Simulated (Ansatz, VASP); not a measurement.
## TiSb in VASP and in Ansatz

File INCAR:

```
SYSTEM = TiSb
PREC = Accurate
ENCUT = 520
EDIFF = 1E-6
ISMEAR = -1
SIGMA = 0.03
LREAL = .False.
LASPH = .True.
NELM = 100
ALGO = Normal
ISIF = 2
LWAVE = .False.
LCHARG = .True.
GGA = CA
LELF = .True.
LVHAR = .True.
NBANDS = 25
```

File KPOINTS:

```
regular mesh
0
Gamma
  12 12 7
  0 0 0
```

File POSCAR:

```
TiSb
1.0
    4.0895756060      0.0000000000      0.0000000000
   -2.0447878030      3.5416763655      0.0000000000
    0.0000000000      0.0000000000      6.2625844584
Ti Sb
2 2
Direct
    0.0000000000      0.0000000000      0.0000000000
    0.0000000000      0.0000000000      0.5000000000
    0.3333333333      0.6666666667      0.2500000000
    0.6666666667      0.3333333333      0.7500000000
```

Input for Ansatz:

```yaml
crystal:
  lattice:
    - [4.089575606, 0.0, 0.0]
    - [-2.044787803, 3.5416763655, 0.0]
    - [0.0, 0.0, 6.2625844584]
  atoms:
    - { symbol: Ti, position: [0.0, 0.0, 0.0] }
    - { symbol: Ti, position: [0.0, 0.0, 0.5] }
    - { symbol: Sb, position: [0.3333333333, 0.6666666667, 0.25] }
    - { symbol: Sb, position: [0.6666666667, 0.3333333333, 0.75] }
kpoints:
  mp_grid: { grid: [12, 12, 7] }
  band_path:
    path:
      - [0.0, 0.0, 0.0]
      - [0.5, 0.0, 0.0]
      - [0.3333333333, 0.3333333333, 0.0]
      - [0.0, 0.0, 0.0]
      - [0.0, 0.0, 0.5]
      - [0.5, 0.0, 0.5]
      - [0.3333333333, 0.3333333333, 0.5]
      - [0.0, 0.0, 0.5]
      - [0.5, 0.0, 0.5]
    npoints: 5
scf:
  occupations: { method: fermi_dirac, width: 0.03 }
hamiltonian:
  xc: lda
  pseudopotentials: { kind: all_electron, lapw: { basis_error: 0.001 } }
output:
  forces: true
  stress: true
  eigenvalues: true
```

Change from the starting cell: volume scaled by 0.99.

Alike in both runs: task single point; functional LDA; k mesh 12 × 12 × 7; occupations fermi-dirac, width 0.03 eV; no spin polarisation.

```csv
,VASP,Ansatz
version,VASP 6.6.1,Ansatz 0.2.0
potentials or method,"VASP PAW LDA potentials, release 64 (Ti_sv, Sb), cutoff 520 eV","all-electron LAPW, scalar-relativistic"
```

Ansatz gave:

```
pressure (GPa)                                                : -7.8
traceless stress, the component that is largest in VASP (GPa) : -0.32
```

**Question.** Which values does VASP return?

**Answer.** Pressure (GPa): -7.6; traceless stress, the component that is largest in VASP (GPa): -0.29.

LDA's correlation is that of Perdew and Zunger in VASP and of Perdew and Wang (1992) in Ansatz. Ansatz ran all-electron here, and VASP with PAW potentials.

Spin-orbit coupling is off throughout.
